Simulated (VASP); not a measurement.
**VH: single point with PBEsol**

VH:

```
V H
1.0
     0.00000    1.96375    1.96375
     1.96375    0.00000    1.96375
     1.96375    1.96375    0.00000
V H
1 1
Cartesian
  0.0000 0.0000 0.0000
  1.9638 1.9638 1.9638
```

```yaml
Program: VASP 6.6.1
Task: single point
Functional: PBEsol
Potentials_or_basis: VASP PAW PBE potentials, release 64 (V_sv, H)
Cutoff: 500 eV
k_mesh: 11 × 11 × 11
Occupations: fermi-dirac, width 0.1 eV
Spin: collinear spin, ferromagnetic start
Starting_moments: "[1.0, 0.0] μB"
Dipole_correction: no
Further_INCAR_settings: ALGO = Normal; EDIFF = 1e-06; NBANDS = 18
```

```yaml
Pressure: -4.0 GPa
Band_gap_on_the_k_mesh: zero (filled and empty bands overlap)
Net_moment: 0.00 μB per cell
Valence_electrons_inside_the_program's_atomic_spheres: V 11.66; H 0.56
```

Levels at points of the mesh, in eV from the Fermi level:
Spin up:
| k point | band 5 | band 6 | band 7 | band 8 | band 9 | band 10 |
| --- | --- | --- | --- | --- | --- | --- |
| (0.00, 0.00, 0.00) | -10.53 | -0.07 | -0.07 | -0.07 | 1.42 | 1.42 |
Spin down:
```
           k point  band 4  band 5  band 6  band 7  band 8  band 9  band 10  band 11
(0.00, 0.00, 0.00)  -37.48  -10.53   -0.07   -0.07   -0.07    1.42     1.42    12.78
```

It took 46 s on 1 thread of AMD EPYC 7R43 64-Core Processor (Zen 3), on a shared host, peak memory 0.11 GiB.

Caveat: the cell stands under tension; the PAW data sets were made with another functional, which shifts forces and pressure a little.
